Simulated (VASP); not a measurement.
# Ta2C (P-3m1) in VASP: notebook, part 2 of 3

VASP 6.6.1. The steps go on from the part before.

### 3 Single point, r2SCAN (equal strain along all axes, cell held: -2.0 %, then relaxed in part)

File POSCAR:

```
Ta2C
1.0
    3.0479611668      0.0000000000      0.0000000000
   -1.5239805834      2.6396118002      0.0000000000
    0.0000000000      0.0000000000      4.8434529683
Ta C
2 1
Direct
    0.3333333333      0.6666666667      0.2565271604
    0.6666666667      0.3333333333      0.7434728396
    0.0000000000      0.0000000000      0.0000000000
```

File INCAR.step1:

```
SYSTEM = Ta2C
PREC = Accurate
ENCUT = 520
ISMEAR = 0
SIGMA = 0.1
LREAL = .FALSE.
LASPH = .TRUE.
NELM = 60
NBANDS = 20
GGA = PE
ALGO = Normal
EDIFF = 1E-4
LWAVE = .TRUE.
LCHARG = .FALSE.
```

File INCAR.step2:

```
SYSTEM = Ta2C
PREC = Accurate
ENCUT = 520
EDIFF = 1E-6
ISMEAR = 0
SIGMA = 0.1
LREAL = .FALSE.
LASPH = .TRUE.
NELM = 60
ALGO = Normal
ISIF = 2
LWAVE = .FALSE.
LCHARG = .TRUE.
METAGGA = R2SCAN
LMIXTAU = .TRUE.
LELF = .TRUE.
LVHAR = .TRUE.
NBANDS = 20
ISTART = 1
```

File KPOINTS:

```
regular mesh
0
G
  18 18 10
  0 0 0
```

Potentials or basis: VASP PAW PBE potentials, release 64 (Ta_pv, C).

Command:

```
> cat potpaw_PBE.64/Ta_pv/POTCAR potpaw_PBE.64/C/POTCAR > POTCAR
> cp INCAR.step1 INCAR
> mpirun -np 1 vasp_std > vasp.out
> cp INCAR.step2 INCAR
> mpirun -np 1 vasp_std > vasp.out
```

OUTCAR:

```text
SYSTEM = Ta2C
   PREC = Accurate
   ENCUT = 520
   EDIFF = 1E-6
   ISMEAR = 0
   LREAL = .FALSE.
   LASPH = .TRUE.
   NELM = 60
   ISIF = 2
   METAGGA = R2SCAN
   ISTART = 1

 ion  position               nearest neighbor table
   1  0.333  0.667  0.257-   3 2.15   3 2.15   3 2.15   2 2.94   2 2.94   2 2.94   2 3.04   2 3.04
                             2 3.04
   2  0.667  0.333  0.743-   3 2.15   3 2.15   3 2.15   1 2.94   1 2.94   1 2.94   1 3.04   1 3.04
                             1 3.04
   3  0.000  0.000  0.000-   1 2.15   2 2.15   2 2.15   1 2.15   2 2.15   1 2.15

  LATTYP: Found a hexagonal cell.
 ALAT       =     3.0479611668
 C/A-ratio  =     1.5890796186

  Lattice vectors:

 A1 = (   3.0479611668,   0.0000000000,   0.0000000000)
 A2 = (  -1.5239805834,   2.6396118002,   0.0000000000)
 A3 = (   0.0000000000,   0.0000000000,   4.8434529683)

Analysis of symmetry for initial positions (statically):
=====================================================================
 Subroutine PRICEL returns:
 Original cell was already a primitive cell.

 Routine SETGRP: Setting up the symmetry group for a
 hexagonal supercell.

 Subroutine GETGRP returns: Found 12 space group operations
 (whereof 12 operations were pure point group operations)
 out of a pool of 24 trial point group operations.

The static configuration has the point symmetry D_3d.

Analysis of symmetry for dynamics (positions and initial velocities):
=====================================================================
 Subroutine PRICEL returns:
 Original cell was already a primitive cell.

 Routine SETGRP: Setting up the symmetry group for a
 hexagonal supercell.

 Subroutine GETGRP returns: Found 12 space group operations
 (whereof 12 operations were pure point group operations)
 out of a pool of 24 trial point group operations.

[... 118 lines left out ...]
   EFERMI_NEDOS =   21; number of points for ismear=-14 and -15
   IALGO  =     38    algorithm
   IMIX   =      4    mixing-type and parameters
     AMIX     =   0.40;   BMIX     =  1.00
     AMIX_MAG =   1.60;   BMIX_MAG =  1.00
  volume/ion in A,a.u.               =      12.99        87.66
  Fermi-wavevector in a.u.,A,eV,Ry     =   1.430533  2.703315 27.843282  2.046423
  Thomas-Fermi vector in A             =   2.550368
   LORBIT       =      0    0 simple, 1 ext, 2 COOP (PROOUT), +10 PAW based schemes
   METAGGA = R2SCAN    functional components
   LHFCALC =     F    Hartree Fock is set to
   AEXX    =    0.0000 exact exchange contribution
   IVDW    =     0    specifies the selected vdW correction
   LEPSILON=     F    determine dielectric tensor
   LRPA    =     F    only Hartree local field effects (RPA)
 non-spin polarized calculation
 Gauss-broadening in eV      SIGMA  =   0.10
  energy-cutoff  :      520.00
  volume of cell :       38.97
 maximum number of plane-waves:      1087
 NGX is ok and might be reduce to    24
   NGX = 11   NGY = 11   NGZ = 19

 number of electron      26.0000004 magnetization

 Free energy of the ion-electron system (eV)
  ---------------------------------------------------
  ext. energy  EPLUGINS =         0.00000000
  ---------------------------------------------------
  free energy    TOTEN  =      -109.01729923 eV

  energy without entropy =     -109.01435766  energy(sigma->0) =     -109.01582845

 E-fermi :   7.0955     XC(G=0): -14.2181

 val. band max:        7.0935058717   @ k =  -0.1111   0.5000   0.4000
 cond. band min:       7.1001785014   @ k =   0.3889   0.1111   0.5000
 fundamental gap:      0.0066726297
 Fermi energy:         7.0955064155

 k-point     1 :       0.0000    0.0000    0.0000
  band No.  band energies     occupation
      1     -29.0863      2.00000
      2     -28.1966      2.00000
      3     -28.1966      2.00000
      4     -28.0554      2.00000
      5     -28.0554      2.00000
      6     -27.9623      2.00000
[... 541 lines left out ...]
     19      13.4322      0.00000
     20      13.8406      0.00000

 [... further k-points ...]

------------------------ aborting loop because EDIFF is reached ----------------------------------------

  FORCE on cell =-STRESS in cart. coord.  units (eV):
  Direction    XX          YY          ZZ          XY          YZ          ZX
  --------------------------------------------------------------------------------------
  -------------------------------------------------------------------------------------
  Total        4.7759132      4.7759132      4.9158861      0.0000000      0.0000000      0.0000000
  in kB      196.3642524    196.3642524    202.1193151      0.0000000      0.0000000      0.0000000
  external PRESSURE =     198.2826066 kB  Pullay stress =       0.0000000 kB

 VOLUME and BASIS-vectors are now :
 -----------------------------------------------------------------------------
  energy-cutoff  :      520.00
  volume of cell :       38.97
      direct lattice vectors                 reciprocal lattice vectors
     3.047961167  0.000000000  0.000000000     0.328088170  0.189421793  0.000000000
    -1.523980583  2.639611800  0.000000000     0.000000000  0.378843586  0.000000000
     0.000000000  0.000000000  4.843452968     0.000000000  0.000000000  0.206464274

 POSITION                                       TOTAL-FORCE (eV/Angst)
 -----------------------------------------------------------------------------------
     -0.00000      1.75974      1.24248        -0.000000      0.000000      0.059244
      1.52398      0.87987      3.60098         0.000000     -0.000000     -0.059244
      0.00000      0.00000      0.00000        -0.000000      0.000000      0.000000
 -----------------------------------------------------------------------------------
    total drift:                                0.000000     -0.000000     -0.000000

  FREE ENERGIE OF THE ION-ELECTRON SYSTEM (eV)
  ---------------------------------------------------
  free  energy   TOTEN  =      -109.0172992276 eV

  energy  without entropy=     -109.0143576637  energy(sigma->0) =     -109.01582845
```

OUTCAR.step1:

```text
SYSTEM = Ta2C
   PREC = Accurate
   ENCUT = 520
   ISMEAR = 0
   LREAL = .FALSE.
   LASPH = .TRUE.
   NELM = 60
[... 779 lines left out ...]
     -0.00000      1.75974      1.24248         0.000000      0.000000      0.028102
      1.52398      0.87987      3.60098        -0.000000     -0.000000     -0.028102
      0.00000      0.00000      0.00000        -0.000000      0.000000      0.000000
 -----------------------------------------------------------------------------------
    total drift:                                0.000000     -0.000000     -0.000000

  FREE ENERGIE OF THE ION-ELECTRON SYSTEM (eV)
  ---------------------------------------------------
  free  energy   TOTEN  =       -34.4819339684 eV

  energy  without entropy=      -34.4789813196  energy(sigma->0) =      -34.48045764
```

Wall time 4 min (1 thread of Intel Xeon 6975P-C (Granite Rapids), shared host); peak memory 0.35 GiB.

What came out:

```yaml
Free_energy: -109.0173 eV
Pressure: 19.8 GPa
Largest_force: 0.059 eV/Å
Band_gap_on_the_k_mesh: zero (band 13 reaches 7.62 eV, above the bottom of band 14 at 6.72 eV)
```

Forces in eV/Å, atoms in the order of the input:
```
Ta   0.000  0.000  0.059
Ta   0.000  0.000 -0.059
C    0.000  0.000  0.000
```

Levels at points of the mesh, in eV from the Fermi level:
```tsv
k point	band 10	band 11	band 12	band 13	band 14	band 15	band 16	band 17
(0.00, 0.00, 0.00)	-3.94	-3.40	0.01	0.52	0.52	1.29	1.29	2.52
(0.50, 0.00, 0.00)	-4.43	-4.21	-2.18	-0.33	3.54	3.85	5.11	5.79
(0.00, 0.00, 0.50)	-4.25	-2.23	-1.70	-0.28	-0.28	3.30	3.30	3.90
(0.50, 0.00, 0.50)	-3.91	-2.74	-1.46	-1.15	1.38	1.49	4.91	5.36
```

Caveat: the cell differs from its parent crystal (equal strain along all axes, cell held: -2.0 %, then relaxed in part); the PAW data sets were made with another functional, which shifts forces and pressure a little; spin-orbit coupling is left out, which moves the levels of the heavy elements.

### 4 Single point, r2SCAN (equal strain along all axes, cell held: -1.0 %, then relaxed in part)

File POSCAR:

```
Ta2C
1.0
    3.0790628114      0.0000000000      0.0000000000
   -1.5395314057      2.6665466145      0.0000000000
    0.0000000000      0.0000000000      4.8928759578
Ta C
2 1
Direct
    0.3333333333      0.6666666667      0.2551107031
    0.6666666667      0.3333333333      0.7448892969
    0.0000000000      0.0000000000      0.0000000000
```

File INCAR.step1:

```
  PREC = Accurate
  ENCUT = 520
  ISMEAR = 0
  SIGMA = 0.1
  LREAL = F
  LASPH = T
  NELM = 60
  NBANDS = 20
  GGA = PE
  ALGO = Normal
  EDIFF = 1E-4
  LWAVE = T
  LCHARG = F
```

File INCAR.step2:

```
  PREC = Accurate
  ENCUT = 520
  EDIFF = 1E-6
  ISMEAR = 0
  SIGMA = 0.1
  LREAL = F
  LASPH = T
  NELM = 60
  ALGO = Normal
  ISIF = 2
  LWAVE = F
  LCHARG = F
  METAGGA = R2SCAN
  LMIXTAU = T
  NBANDS = 20
  ISTART = 1
```

File KPOINTS:

```
regular mesh
0
Gamma
  18 18 10
```

Potentials or basis: VASP PAW PBE potentials, release 64 (Ta_pv, C).

Command:

```
> cat potpaw_PBE.64/Ta_pv/POTCAR potpaw_PBE.64/C/POTCAR > POTCAR
> cp INCAR.step1 INCAR
> mpirun -np 1 vasp_std > vasp.out
> cp INCAR.step2 INCAR
> mpirun -np 1 vasp_std > vasp.out
```

OUTCAR:

```text
PREC = Accurate
   ENCUT = 520
   EDIFF = 1E-6
   ISMEAR = 0
   LREAL = F
   LASPH = T
   NELM = 60
   ISIF = 2
   METAGGA = R2SCAN
   ISTART = 1

 ion  position               nearest neighbor table
   1  0.333  0.667  0.255-   3 2.17   3 2.17   3 2.17   2 2.98   2 2.98   2 2.98   2 3.06   2 3.06
                             2 3.06
   2  0.667  0.333  0.745-   3 2.17   3 2.17   3 2.17   1 2.98   1 2.98   1 2.98   1 3.06   1 3.06
                             1 3.06
   3  0.000  0.000  0.000-   1 2.17   2 2.17   1 2.17   2 2.17   2 2.17   1 2.17

  LATTYP: Found a hexagonal cell.
 ALAT       =     3.0790628114
 C/A-ratio  =     1.5890796185

  Lattice vectors:

 A1 = (   3.0790628114,   0.0000000000,   0.0000000000)
 A2 = (  -1.5395314057,   2.6665466145,   0.0000000000)
 A3 = (   0.0000000000,   0.0000000000,   4.8928759578)

Analysis of symmetry for initial positions (statically):
=====================================================================
 Subroutine PRICEL returns:
 Original cell was already a primitive cell.

 Routine SETGRP: Setting up the symmetry group for a
 hexagonal supercell.

 Subroutine GETGRP returns: Found 12 space group operations
 (whereof 12 operations were pure point group operations)
 out of a pool of 24 trial point group operations.

The static configuration has the point symmetry D_3d.

Analysis of symmetry for dynamics (positions and initial velocities):
=====================================================================
 Subroutine PRICEL returns:
 Original cell was already a primitive cell.

 Routine SETGRP: Setting up the symmetry group for a
 hexagonal supercell.

 Subroutine GETGRP returns: Found 12 space group operations
 (whereof 12 operations were pure point group operations)
 out of a pool of 24 trial point group operations.

The dynamic configuration has the point symmetry D_3d.

 Subroutine INISYM returns: Found 12 space group operations
 (whereof 12 operations are pure point group operations),
 and found     1 'primitive' translations

----------------------------------------------------------------------------------------

                                     Primitive cell

  volume of cell :      40.1728

  direct lattice vectors                    reciprocal lattice vectors
     3.079062811  0.000000000  0.000000000     0.324774148  0.187508442  0.000000000
    -1.539531406  2.666546615  0.000000000     0.000000000  0.375016883  0.000000000
     0.000000000  0.000000000  4.892875958     0.000000000  0.000000000  0.204378776

  length of vectors
     3.079062811  3.079062811  4.892875958     0.375016883  0.375016883  0.204378776

  position of ions in fractional coordinates (direct lattice)
     0.333333333  0.666666667  0.255110703
     0.666666667  0.333333333  0.744889297
     0.000000000  0.000000000  0.000000000

  ion indices of the primitive-cell ions
   primitive index   ion index
                 1           1
                 2           2
                 3           3

----------------------------------------------------------------------------------------

 KPOINTS: regular mesh

Automatic generation of k-mesh.
 Grid dimensions read from file:
 generate k-points for:   18   18   10

 Generating k-lattice:

  Cartesian coordinates                     Fractional coordinates (reciprocal lattice)
     0.018043008  0.010417136  0.000000000     0.055555556  0.000000000  0.000000000
     0.000000000  0.020834271  0.000000000     0.000000000  0.055555556  0.000000000
     0.000000000  0.000000000  0.020437878     0.000000000  0.000000000  0.100000000

  Length of vectors
     0.020834271  0.020834271  0.020437878

  Shift w.r.t. Gamma in fractional coordinates (k-lattice)
     0.000000000  0.000000000  0.000000000

 Subroutine IBZKPT returns following result:
 ===========================================

 Found    330 irreducible k-points:

 Following reciprocal coordinates:
            Coordinates               Weight
  0.000000  0.000000  0.000000      1.000000
  0.055556  0.000000  0.000000      6.000000
  0.111111  0.000000  0.000000      6.000000
  0.166667  0.000000  0.000000      6.000000
  0.222222  0.000000  0.000000      6.000000
  0.277778  0.000000  0.000000      6.000000
[... 16 lines left out ...]
  0.333333  0.111111  0.000000     12.000000
  0.388889  0.111111  0.000000     12.000000
 [... further k-points ...]
   k-points           NKPTS =    330   k-points in BZ     NKDIM =    330   number of bands    NBANDS=     20
   number of dos      NEDOS =    301   number of ions     NIONS =      3
   total plane-waves  NPLWV =  20736
   dimension x,y,z NGX =    24 NGY =   24 NGZ =   36
   dimension x,y,z NGXF=    48 NGYF=   48 NGZF=   72
   ions per type =               2   1
   NGX,Y,Z   is equivalent  to a cutoff of  12.96, 12.96, 12.23 a.u.
   NGXF,Y,Z  is equivalent  to a cutoff of  25.92, 25.92, 24.46 a.u.
 SYSTEM =  unknown system
   PREC   = accura    normal or accurate (medium, high low for compatibility)
   ISTART =      1    job   : 0-new  1-cont  2-samecut
   ICHARG =      0    charge: 1-file 2-atom 10-const
   ISPIN  =      1    spin polarized calculation?
   LNONCOLLINEAR =      F non collinear calculations
   LSORBIT =      F    spin-orbit coupling
   LASPH  =      T    aspherical Exc in radial PAW
   ENCUT  =  520.0 eV  38.22 Ry    6.18 a.u.   5.73  5.73  9.10*2*pi/ulx,y,z
   NELM   =     60;   NELMIN=  2; NELMDL=  0     # of ELM steps
   EDIFF  = 0.1E-05   stopping-criterion for ELM
   LREAL  =      F    real-space projection
   EDIFFG = 0.1E-04   stopping-criterion for IOM
   NSW    =      0    number of steps for IOM
   IBRION =     -1    ionic relax: 0-MD 1-quasi-New 2-CG
   NFREE  =      0    steps in history (QN), initial steepest desc. (CG)
   ISIF   =      2    stress and relaxation
   ISYM   =      2    0-nonsym 1-usesym 2-fastsym
   POTIM  = 0.5000    time-step for ionic-motion
   TEBEG  =    0.0;   TEEND  =   0.0 temperature during run
   PSTRESS=    0.0 pullay stress
   NELECT =      26.0000    total number of electrons
   NUPDOWN=      -1.0000    fix difference up-down
   EMIN   =  10.00;   EMAX   =-10.00  energy-range for DOS
   EFERMI =   0.00;   METHOD = LEGACY
   ISMEAR =     0;   SIGMA  =   0.10  broadening in eV -4-tet -1-fermi 0-gaus
   EFERMI_NEDOS =   21; number of points for ismear=-14 and -15
   IALGO  =     38    algorithm
   IMIX   =      4    mixing-type and parameters
     AMIX     =   0.40;   BMIX     =  1.00
     AMIX_MAG =   1.60;   BMIX_MAG =  1.00
  volume/ion in A,a.u.               =      13.39        90.37
  Fermi-wavevector in a.u.,A,eV,Ry     =   1.416083  2.676008 27.283632  2.005290
  Thomas-Fermi vector in A             =   2.537454
   LORBIT       =      0    0 simple, 1 ext, 2 COOP (PROOUT), +10 PAW based schemes
   METAGGA = R2SCAN    functional components
   LHFCALC =     F    Hartree Fock is set to
   AEXX    =    0.0000 exact exchange contribution
   IVDW    =     0    specifies the selected vdW correction
   LEPSILON=     F    determine dielectric tensor
   LRPA    =     F    only Hartree local field effects (RPA)
 non-spin polarized calculation
 Gauss-broadening in eV      SIGMA  =   0.10
  energy-cutoff  :      520.00
  volume of cell :       40.17
 maximum number of plane-waves:      1100
 NGX is ok and might be reduce to    24
   NGX = 11   NGY = 11   NGZ = 19

 number of electron      26.0000001 magnetization

 Free energy of the ion-electron system (eV)
  ---------------------------------------------------
  ext. energy  EPLUGINS =         0.00000000
  ---------------------------------------------------
  free energy    TOTEN  =      -109.12702947 eV

  energy without entropy =     -109.12373669  energy(sigma->0) =     -109.12538308

 E-fermi :   6.8315     XC(G=0): -14.0347

 val. band max:        6.8302351355   @ k =   0.0000   0.0556   0.3000
 cond. band min:       6.8467708993   @ k =   0.0000   0.0000   0.0000
 fundamental gap:      0.0165357638
 Fermi energy:         6.8314616089

 k-point     1 :       0.0000    0.0000    0.0000
  band No.  band energies     occupation
      1     -29.3715      2.00000
      2     -28.5795      2.00000
      3     -28.5795      2.00000
      4     -28.4523      2.00000
      5     -28.4523      2.00000
      6     -28.3611      2.00000
[... 12 lines left out ...]
     19       9.7117      0.00000
[... 513 lines left out ...]
      4     -28.8278      2.00000
      5     -28.5974      2.00000
      6     -28.5925      2.00000
[... 12 lines left out ...]
     19      12.9028      0.00000
     20      13.2988      0.00000

 [... further k-points ...]

------------------------ aborting loop because EDIFF is reached ----------------------------------------

  FORCE on cell =-STRESS in cart. coord.  units (eV):
  Direction    XX          YY          ZZ          XY          YZ          ZX
  --------------------------------------------------------------------------------------
  -------------------------------------------------------------------------------------
  Total        2.4151272      2.4151272      2.4672065      0.0000000      0.0000000      0.0000000
  in kB       96.3204833     96.3204833     98.3975183      0.0000000      0.0000000      0.0000000
  external PRESSURE =      97.0128283 kB  Pullay stress =       0.0000000 kB

 VOLUME and BASIS-vectors are now :
 -----------------------------------------------------------------------------
  energy-cutoff  :      520.00
  volume of cell :       40.17
      direct lattice vectors                 reciprocal lattice vectors
     3.079062811  0.000000000  0.000000000     0.324774148  0.187508442  0.000000000
    -1.539531406  2.666546615  0.000000000     0.000000000  0.375016883  0.000000000
     0.000000000  0.000000000  4.892875958     0.000000000  0.000000000  0.204378776

 POSITION                                       TOTAL-FORCE (eV/Angst)
 -----------------------------------------------------------------------------------
     -0.00000      1.77770      1.24823         0.000000     -0.000000      0.052446
      1.53953      0.88885      3.64465        -0.000000      0.000000     -0.052446
      0.00000      0.00000      0.00000         0.000000      0.000000      0.000000
 -----------------------------------------------------------------------------------
    total drift:                               -0.000000      0.000000      0.000000

  FREE ENERGIE OF THE ION-ELECTRON SYSTEM (eV)
  ---------------------------------------------------
  free  energy   TOTEN  =      -109.1270294656 eV

  energy  without entropy=     -109.1237366884  energy(sigma->0) =     -109.12538308
```

It took 4 min on 1 thread of Intel Xeon 6975P-C (Granite Rapids), shared host; peak memory 0.35 GiB.

What came out:

| Property | Result |
| --- | --- |
| Free energy | -109.1270 eV |
| Pressure | 9.7 GPa |
| Largest force | 0.052 eV/Å |
| Band gap on the k mesh | zero (band 13 reaches 7.35 eV, above the bottom of band 14 at 6.51 eV) |

Forces in eV/Å, atoms in the order of the input:
```
Ta   0.000  0.000  0.052
Ta   0.000  0.000 -0.052
C    0.000  0.000  0.000
```

Caveat: the cell differs from its parent crystal (equal strain along all axes, cell held: -1.0 %, then relaxed in part); the PAW data sets were made with another functional, which shifts forces and pressure a little; spin-orbit coupling is left out, which moves the levels of the heavy elements.

(Continued in part 3 of 3.)
